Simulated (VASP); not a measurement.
# C (Cmme) in VASP: settings compared

The runs below take C through single point, with LDA, r2SCAN.

Everything below comes from runs of VASP 6.6.1. Logs are shortened: lines on timing, memory, paths and dates and some standing lists are left out, and cuts for length are marked.

## 1. The cell of the first run

Symmetry: Cmme, No. 67, orthorhombic system. Conventional cell: a = 2.488 Å, b = 4.310 Å, c = 7.268 Å, α = 90.00°, β = 90.00°, γ = 90.00°. C (site symmetry m) has 3 C at 1.44 Å within 1.9 Å.

## 2. Single point, LDA

Input file INCAR:

```
SYSTEM = C
PREC = Accurate ; ENCUT = 520
EDIFF = 1E-7 ; ISMEAR = -1
SIGMA = 0.05 ; LREAL = .FALSE.
LASPH = .TRUE. ; NELM = 100
ALGO = Normal ; ISIF = 2
LWAVE = .FALSE. ; LCHARG = .FALSE.
NBANDS = 16
```

Input file KPOINTS:

```
Automatic mesh
0
G
  12 12 4
  0 0 0
```

Input file POSCAR:

```
C
1.0
    1.2442083491     -2.1550526854      0.0000000000
    1.2442083491      2.1550526854      0.0000000000
    0.0000000000      0.0000000000      7.2676636872
C
4
Direct
    0.9166205400      0.0833794600      0.7531376000
    0.4166205400      0.5833794600      0.2468624000
    0.0833794600      0.9166205400      0.2468624000
    0.5833794600      0.4166205400      0.7531376000
```

Potentials or basis: VASP PAW LDA potentials, release 64 (C).

Run with:

```bash
cat potpaw_LDA.64/C/POTCAR > POTCAR
mpirun -np 1 vasp_std > vasp.out
```

OUTCAR:

```text
SYSTEM = C
   PREC = Accurate
   ENCUT = 520
   EDIFF = 1E-7
   ISMEAR = -1
   LREAL = .FALSE.
   LASPH = .TRUE.
   NELM = 100
   ISIF = 2

 ion  position               nearest neighbor table
   1  0.917  0.083  0.753-   4 1.44   4 1.44   4 1.44
   2  0.417  0.583  0.247-   3 1.44   3 1.44   3 1.44
   3  0.083  0.917  0.247-   2 1.44   2 1.44   2 1.44
   4  0.583  0.417  0.753-   1 1.44   1 1.44   1 1.44

  LATTYP: Found a hexagonal cell.
 ALAT       =     2.4884345466
 C/A-ratio  =     2.9205765918

  Lattice vectors:

 A1 = (   1.2442083491,  -2.1550526854,   0.0000000000)
 A2 = (   1.2442083491,   2.1550526854,   0.0000000000)
 A3 = (   0.0000000000,   0.0000000000,   7.2676636872)

Analysis of symmetry for initial positions (statically):
=====================================================================
 Subroutine PRICEL returns:
 Original cell was already a primitive cell.

 Routine SETGRP: Setting up the symmetry group for a
 hexagonal supercell.

 Subroutine GETGRP returns: Found  8 space group operations
 (whereof  4 operations were pure point group operations)
 out of a pool of 24 trial point group operations.

The static configuration has the point symmetry C_2h.
 The point group associated with its full space group is D_2h.

Analysis of symmetry for dynamics (positions and initial velocities):
=====================================================================
 Subroutine PRICEL returns:
 Original cell was already a primitive cell.

 Routine SETGRP: Setting up the symmetry group for a
 hexagonal supercell.

 Subroutine GETGRP returns: Found  8 space group operations
 (whereof  4 operations were pure point group operations)
 out of a pool of 24 trial point group operations.

The dynamic configuration has the point symmetry C_2h.
 The point group associated with its full space group is D_2h.

 Subroutine INISYM returns: Found  8 space group operations
 (whereof  4 operations are pure point group operations),
 and found     1 'primitive' translations

----------------------------------------------------------------------------------------

                                     Primitive cell

  volume of cell :      38.9741

  direct lattice vectors                    reciprocal lattice vectors
     1.244208349 -2.155052685  0.000000000     0.401861955 -0.232012889  0.000000000
     1.244208349  2.155052685  0.000000000     0.401861955  0.232012889  0.000000000
     0.000000000  0.000000000  7.267663687     0.000000000  0.000000000  0.137595800

  length of vectors
     2.488434547  2.488434547  7.267663687     0.464029107  0.464029107  0.137595800

  position of ions in fractional coordinates (direct lattice)
     0.916620540  0.083379460  0.753137600
     0.416620540  0.583379460  0.246862400
     0.083379460  0.916620540  0.246862400
     0.583379460  0.416620540  0.753137600

  ion indices of the primitive-cell ions
   primitive index   ion index
                 1           1
                 2           2
                 3           3
                 4           4

----------------------------------------------------------------------------------------

 KPOINTS: Automatic mesh

Automatic generation of k-mesh.
 Grid dimensions read from file:
 generate k-points for:   12   12    4

 Generating k-lattice:

  Cartesian coordinates                     Fractional coordinates (reciprocal lattice)
     0.033488496 -0.019334407  0.000000000     0.083333333  0.000000000  0.000000000
     0.033488496  0.019334407  0.000000000     0.000000000  0.083333333  0.000000000
     0.000000000  0.000000000  0.034398950     0.000000000  0.000000000  0.250000000

  Length of vectors
     0.038669092  0.038669092  0.034398950

  Shift w.r.t. Gamma in fractional coordinates (k-lattice)
     0.000000000  0.000000000  0.000000000

 Subroutine IBZKPT returns following result:
 ===========================================

 Found    129 irreducible k-points:

 Following reciprocal coordinates:
            Coordinates               Weight
  0.000000  0.000000  0.000000      1.000000
  0.083333  0.000000  0.000000      4.000000
 -0.083333  0.083333  0.000000      2.000000
  0.166667  0.000000  0.000000      4.000000
 -0.166667  0.166667  0.000000      2.000000
  0.250000  0.000000  0.000000      4.000000
[... 16 lines left out ...]
 -0.083333  0.416667  0.000000      4.000000
 -0.416667  0.333333  0.000000      4.000000
 [... further k-points ...]
   k-points           NKPTS =    129   k-points in BZ     NKDIM =    129   number of bands    NBANDS=     16
   number of dos      NEDOS =    301   number of ions     NIONS =      4
   total plane-waves  NPLWV =  21600
   dimension x,y,z NGX =    20 NGY =   20 NGZ =   54
   dimension x,y,z NGXF=    40 NGYF=   40 NGZF=  108
   ions per type =               4
   NGX,Y,Z   is equivalent  to a cutoff of  13.36, 13.36, 12.35 a.u.
   NGXF,Y,Z  is equivalent  to a cutoff of  26.72, 26.72, 24.70 a.u.
 SYSTEM =  C
   PREC   = accura    normal or accurate (medium, high low for compatibility)
   ISTART =      0    job   : 0-new  1-cont  2-samecut
   ICHARG =      2    charge: 1-file 2-atom 10-const
   ISPIN  =      1    spin polarized calculation?
   LNONCOLLINEAR =      F non collinear calculations
   LSORBIT =      F    spin-orbit coupling
   LASPH  =      T    aspherical Exc in radial PAW
   ENCUT  =  520.0 eV  38.22 Ry    6.18 a.u.   4.63  4.63 13.51*2*pi/ulx,y,z
   NELM   =    100;   NELMIN=  2; NELMDL= -5     # of ELM steps
   EDIFF  = 0.1E-06   stopping-criterion for ELM
   LREAL  =      F    real-space projection
   EDIFFG = 0.1E-05   stopping-criterion for IOM
   NSW    =      0    number of steps for IOM
   IBRION =     -1    ionic relax: 0-MD 1-quasi-New 2-CG
   NFREE  =      0    steps in history (QN), initial steepest desc. (CG)
   ISIF   =      2    stress and relaxation
   ISYM   =      2    0-nonsym 1-usesym 2-fastsym
   POTIM  = 0.5000    time-step for ionic-motion
   TEBEG  =    0.0;   TEEND  =   0.0 temperature during run
   PSTRESS=    0.0 pullay stress
   NELECT =      16.0000    total number of electrons
   NUPDOWN=      -1.0000    fix difference up-down
   EMIN   =  10.00;   EMAX   =-10.00  energy-range for DOS
   EFERMI =   0.00;   METHOD = LEGACY
   ISMEAR =    -1;   SIGMA  =   0.05  broadening in eV -4-tet -1-fermi 0-gaus
[... 41 lines left out ...]
      2     -15.2738      2.00000
      3      -4.4048      2.00000
      4      -3.0234      2.00000
      5       0.6672      2.00000
      6       0.6728      2.00000
[... 8 lines left out ...]
     15      14.6854      0.00000
     16      14.7600      0.00000

 k-point     2 :       0.0833    0.0000    0.0000
  band No.  band energies     occupation
      1     -15.2859      2.00000
      2     -15.1144      2.00000
      3      -4.2084      2.00000
      4      -2.8372      2.00000
      5       0.0424      2.00000
      6       0.0600      2.00000
[... 8 lines left out ...]
     15      14.1300      0.00000
     16      14.2526      0.00000

 k-point     3 :      -0.0833    0.0833    0.0000
  band No.  band energies     occupation
      1     -15.2860      2.00000
      2     -15.1144      2.00000
      3      -4.2086      2.00000
      4      -2.8369      2.00000
      5       0.0366      2.00000
      6       0.0496      2.00000
[... 8 lines left out ...]
     15      14.1769      0.00000
     16      14.2049      0.00000

 k-point     4 :       0.1667    0.0000    0.0000
  band No.  band energies     occupation
      1     -14.8033      2.00000
      2     -14.6374      2.00000
      3      -3.6234      2.00000
      4      -2.2847      2.00000
      5      -1.5505      2.00000
      6      -1.5167      2.00000
[... 8 lines left out ...]
     15      14.2585      0.00000
     16      14.2589      0.00000

 k-point     5 :      -0.1667    0.1667    0.0000
  band No.  band energies     occupation
      1     -14.8034      2.00000
      2     -14.6374      2.00000
      3      -3.6246      2.00000
      4      -2.2829      2.00000
      5      -1.5549      2.00000
      6      -1.5248      2.00000
[... 8 lines left out ...]
     15      14.2242      0.00000
     16      14.2746      0.00000

 k-point     6 :       0.2500    0.0000    0.0000
  band No.  band energies     occupation
      1     -14.0053      2.00000
      2     -13.8489      2.00000
      3      -3.5973      2.00000
      4      -3.5443      2.00000
      5      -2.6657      2.00000
      6      -1.3888      2.00000
[... 8 lines left out ...]
     15      16.7156      0.00000
     16      16.7158      0.00000

 k-point     7 :      -0.2500    0.2500    0.0000
  band No.  band energies     occupation
      1     -14.0057      2.00000
      2     -13.8488      2.00000
      3      -3.6005      2.00000
      4      -3.5504      2.00000
      5      -2.6698      2.00000
      6      -1.3821      2.00000
[... 8 lines left out ...]
     15      16.6839      0.00000
     16      16.7315      0.00000

 k-point     8 :       0.3333    0.0000    0.0000
  band No.  band energies     occupation
      1     -12.9041      2.00000
      2     -12.7605      2.00000
      3      -5.7515      2.00000
      4      -5.6790      2.00000
      5      -1.9915      2.00000
      6      -1.9915      2.00000
[... 8 lines left out ...]
     15      18.1811      0.00000
     16      19.4337      0.00000

 k-point     9 :      -0.3333    0.3333    0.0000
  band No.  band energies     occupation
      1     -12.9050      2.00000
      2     -12.7599      2.00000
      3      -5.7540      2.00000
      4      -5.6836      2.00000
      5      -1.9994      2.00000
      6      -1.9736      2.00000
[... 8 lines left out ...]
     15      18.2009      0.00000
     16      19.4082      0.00000
[... 172 lines left out ...]
 k-point    19 :       0.2500    0.0833    0.0000
  band No.  band energies     occupation
      1     -13.3738      2.00000
      2     -13.2248      2.00000
      3      -4.6517      2.00000
      4      -4.5883      2.00000
      5      -2.1553      2.00000
      6      -2.1322      2.00000
[... 8 lines left out ...]
     15      16.6949      0.00000
     16      16.9715      0.00000

 k-point    20 :      -0.0833    0.3333    0.0000
  band No.  band energies     occupation
      1     -13.3741      2.00000
      2     -13.2248      2.00000
      3      -4.6496      2.00000
      4      -4.5928      2.00000
      5      -2.1525      2.00000
      6      -2.1322      2.00000
[... 8 lines left out ...]
     15      16.6482      0.00000
     16      17.0185      0.00000

 k-point    21 :      -0.3333    0.2500    0.0000
  band No.  band energies     occupation
      1     -13.3745      2.00000
      2     -13.2245      2.00000
      3      -4.6527      2.00000
      4      -4.5967      2.00000
      5      -2.1527      2.00000
      6      -2.1232      2.00000
[... 8 lines left out ...]
     15      16.7008      0.00000
     16      16.9552      0.00000

 k-point    22 :       0.3333    0.0833    0.0000
  band No.  band energies     occupation
      1     -12.1328      2.00000
      2     -11.9987      2.00000
      3      -6.7300      2.00000
      4      -6.6482      2.00000
      5      -2.7735      2.00000
      6      -2.7481      2.00000
[... 8 lines left out ...]
     15      17.2346      0.00000
     16      18.0118      0.00000

 k-point    23 :      -0.0833    0.4167    0.0000
  band No.  band energies     occupation
      1     -12.1331      2.00000
      2     -11.9986      2.00000
      3      -6.7286      2.00000
      4      -6.6505      2.00000
      5      -2.7724      2.00000
      6      -2.7481      2.00000
[... 8 lines left out ...]
     15      17.2260      0.00000
     16      18.6716      0.00000

 k-point    24 :      -0.4167    0.3333    0.0000
  band No.  band energies     occupation
      1     -12.1344      2.00000
      2     -11.9976      2.00000
      3      -6.7314      2.00000
      4      -6.6538      2.00000
      5      -2.7726      2.00000
      6      -2.7394      2.00000
[... 8 lines left out ...]
     15      17.2440      0.00000
     16      19.2062      0.00000

 [... further k-points ...]
[... 5 lines left out ...]
  --------------------------------------------------------------------------------------
  -------------------------------------------------------------------------------------
  Total       -4.4231273     -4.4735037     -0.3284260      0.0000000      0.0000000      0.0000000
  in kB     -181.8294380   -183.9003541    -13.5011993      0.0000000      0.0000000      0.0000000
  external PRESSURE =    -126.4103305 kB  Pullay stress =       0.0000000 kB

 VOLUME and BASIS-vectors are now :
 -----------------------------------------------------------------------------
  energy-cutoff  :      520.00
  volume of cell :       38.97
      direct lattice vectors                 reciprocal lattice vectors
     1.244208349 -2.155052685  0.000000000     0.401861955 -0.232012889  0.000000000
     1.244208349  2.155052685  0.000000000     0.401861955  0.232012889  0.000000000
     0.000000000  0.000000000  7.267663687     0.000000000  0.000000000  0.137595800

 POSITION                                       TOTAL-FORCE (eV/Angst)
 -----------------------------------------------------------------------------------
      1.24421     -1.79568      5.47355         0.000000     -0.022997     -0.001272
      1.24421      0.35937      1.79411         0.000000     -0.022997      0.001272
      1.24421      1.79568      1.79411         0.000000      0.022997      0.001272
      1.24421     -0.35937      5.47355         0.000000      0.022997     -0.001272
 -----------------------------------------------------------------------------------
    total drift:                                0.000000     -0.000000      0.000000

  FREE ENERGIE OF THE ION-ELECTRON SYSTEM (eV)
  ---------------------------------------------------
  free  energy   TOTEN  =       -40.3492693207 eV

  energy  without entropy=      -40.3476941313  energy(sigma->0) =      -40.34848173
```

Run time: 42 s. Hardware: 1 thread of AMD EPYC 9R45 (Zen 5), shared host; peak memory 0.14 GiB.

What came out:

| Property | Result |
| --- | --- |
| Free energy | -40.3493 eV |
| Pressure | -12.6 GPa |
| Largest force | 0.023 eV/Å |
| Band gap on the k mesh | 0.02 eV |

Forces in eV/Å, atoms in the order of the input:
```
C    0.000 -0.023 -0.001
C    0.000 -0.023  0.001
C    0.000  0.023  0.001
C    0.000  0.023 -0.001
```

A k mesh can miss the band edges.

## 3. Single point, LDA

This run uses another cell than the first one, of 9.93 Å³/atom, 1.019 times its volume.

Input file INCAR:

```
ALGO = Normal
EDIFF = 1E-6
ENCUT = 520
ISIF = 2
ISMEAR = -1
LASPH = True
LCHARG = False
LREAL = False
LWAVE = False
NBANDS = 16
NELM = 60
PREC = Accurate
SIGMA = 0.05
```

Input file KPOINTS:

```
k-points
0
Gamma
  12 12 4
```

Input file POSCAR:

```
C
1.0
    1.2521334568     -2.1687795058      0.0000000000
    1.2521334568      2.1687795058      0.0000000000
    0.0000000000      0.0000000000      7.3139557868
C
4
Direct
    0.9166205400      0.0833794600      0.7531376000
    0.4166205400      0.5833794600      0.2468624000
    0.0833794600      0.9166205400      0.2468624000
    0.5833794600      0.4166205400      0.7531376000
```

Potentials or basis: VASP PAW LDA potentials, release 64 (C).

Run with:

```bash
cat potpaw_LDA.64/C/POTCAR > POTCAR
mpirun -np 1 vasp_std > vasp.out
```

It took 36 s on 1 thread of AMD EPYC 9R45 (Zen 5), shared host; peak memory 0.14 GiB.

The run converged. Its results:

```
Free energy            : -40.2810 eV
Pressure               : -16.8 GPa
Largest force          : 0.022 eV/Å
Band gap on the k mesh : 0.02 eV
```

Forces in eV/Å, atoms in the order of the input:
```
C    0.000 -0.022 -0.001
C    0.000 -0.022  0.001
C    0.000  0.022  0.001
C    0.000  0.022 -0.001
```

Stress tensor (GPa, compression positive):
```
-24.38   0.00   0.00
  0.00 -24.58   0.00
  0.00   0.00  -1.37
```

Levels at points of the mesh, in eV from the valence-band top:
```csv
k point,band 4,band 5,band 6,band 7,band 8,band 9,band 10,band 11,band 12,band 13
"(0.00, 0.00, 0.00)",-6.61,-3.03,-3.02,-3.02,-3.00,3.45,7.96,7.99,8.01,8.01
"(0.50, 0.00, 0.00)",-12.82,-6.25,-6.25,-2.29,-2.29,1.71,1.71,7.02,7.02,10.50
"(0.50, 0.50, 0.00)",-12.78,-6.26,-6.23,-2.69,-1.77,1.09,2.18,6.92,7.14,10.43
"(0.00, 0.00, 0.50)",-7.29,-3.03,-3.02,-3.01,-3.01,5.41,5.61,7.98,7.98,8.00
"(0.50, 0.00, 0.50)",-12.82,-6.25,-6.25,-2.25,-2.25,1.59,1.59,7.02,7.02,11.53
"(0.50, 0.50, 0.50)",-12.82,-6.24,-6.24,-2.29,-2.22,1.56,1.62,7.01,7.04,11.53
```

A k mesh can miss the band edges.

## 4. Single point, r2SCAN

This run uses another cell than the first one, of 9.37 Å³/atom, 0.962 times its volume.

Input file POSCAR:

```
C
1.0
    1.2280479700     -2.1270618200      0.0000000000
    1.2280479700      2.1270618200      0.0000000000
    0.0000000000      0.0000000000      7.1732677600
C
4
Direct
    0.9166205400      0.0833794600      0.7531376000
    0.4166205400      0.5833794600      0.2468624000
    0.0833794600      0.9166205400      0.2468624000
    0.5833794600      0.4166205400      0.7531376000
```

Input file INCAR.step1:

```
SYSTEM = C
  ALGO = Normal
  EDIFF = 1E-4
  ENCUT = 520
  GGA = PE
  ISMEAR = -1
  LASPH = .True.
  LCHARG = .False.
  LREAL = .False.
  LWAVE = .True.
  NBANDS = 16
  NELM = 80
  PREC = Accurate
  SIGMA = 0.05
```

Input file INCAR.step2:

```
SYSTEM = C
  ALGO = Normal
  EDIFF = 1E-6
  ENCUT = 520
  ISIF = 2
  ISMEAR = -1
  ISTART = 1
  LASPH = .True.
  LCHARG = .True.
  LELF = .True.
  LMIXTAU = .True.
  LREAL = .False.
  LVHAR = .True.
  LWAVE = .False.
  METAGGA = R2SCAN
  NBANDS = 16
  NELM = 80
  PREC = Accurate
  SIGMA = 0.05
```

Input file KPOINTS:

```
k-points
0
Gamma
  12 12 4
  0 0 0
```

Potentials or basis: VASP PAW PBE potentials, release 64 (C).

Run with:

```bash
cat potpaw_PBE.64/C/POTCAR > POTCAR
cp INCAR.step1 INCAR
mpirun -np 1 vasp_std > vasp.out
cp INCAR.step2 INCAR
mpirun -np 1 vasp_std > vasp.out
```

Run time: 2.4 min. Hardware: 1 thread of AMD EPYC 9R45 (Zen 5), shared host; peak memory 0.15 GiB.

It converged, with:

- Free energy: -39.7424 eV
- Pressure: 0.5 GPa
- Largest force: 0.022 eV/Å
- Band gap on the k mesh: 0.03 eV

Forces on the atoms (eV/Å):
```
C    0.000 -0.021 -0.006
C    0.000 -0.021  0.006
C    0.000  0.021  0.006
C    0.000  0.021 -0.006
```

Stress tensor (GPa, compression positive):
```
 1.10  0.00  0.00
 0.00  0.83  0.00
 0.00  0.00 -0.37
```

Levels at points of the mesh, in eV from the valence-band top:
| k point | band 6 | band 7 | band 8 | band 9 | band 10 | band 11 |
| --- | --- | --- | --- | --- | --- | --- |
| (0.00, 0.00, 0.00) | -3.20 | -3.20 | -3.18 | 3.90 | 8.71 | 8.74 |
| (0.50, 0.00, 0.00) | -6.81 | -2.57 | -2.57 | 1.92 | 1.92 | 7.79 |
| (0.50, 0.50, 0.00) | -6.79 | -2.99 | -1.98 | 1.22 | 2.44 | 7.66 |
| (0.00, 0.00, 0.50) | -3.20 | -3.19 | -3.19 | 6.05 | 6.28 | 8.73 |
| (0.50, 0.00, 0.50) | -6.81 | -2.52 | -2.52 | 1.79 | 1.79 | 7.78 |
| (0.50, 0.50, 0.50) | -6.81 | -2.55 | -2.48 | 1.74 | 1.82 | 7.77 |

Caveat: the PAW data sets were made with another functional, which shifts forces and pressure a little.

## 5. Summary

```csv
level,potentials or basis,cell,gap on the mesh (eV),pressure (GPa),largest force (eV/Å)
LDA,"VASP PAW LDA potentials, release 64 (C)","a = 2.488, b = 2.488, c = 7.268 Å, angles 90.0, 90.0, 120.0°, 4 atoms",0.02,-12.6,0.02
LDA,"VASP PAW LDA potentials, release 64 (C)","a = 2.504, b = 2.504, c = 7.314 Å, angles 90.0, 90.0, 120.0°, 4 atoms",0.02,-16.8,0.02
r2SCAN,"VASP PAW PBE potentials, release 64 (C)","a = 2.456, b = 2.456, c = 7.173 Å, angles 90.0, 90.0, 120.0°, 4 atoms",0.03,0.5,0.02
```

Alike in all rows: task single point; no spin polarisation; k mesh 12 × 12 × 4; cutoff (eV) 520; smearing fermi-dirac 0.05 eV.

Caveats: the PAW data sets were made with another functional, which shifts forces and pressure a little (some runs).

Absolute energies hang on the potentials; compare differences alone.
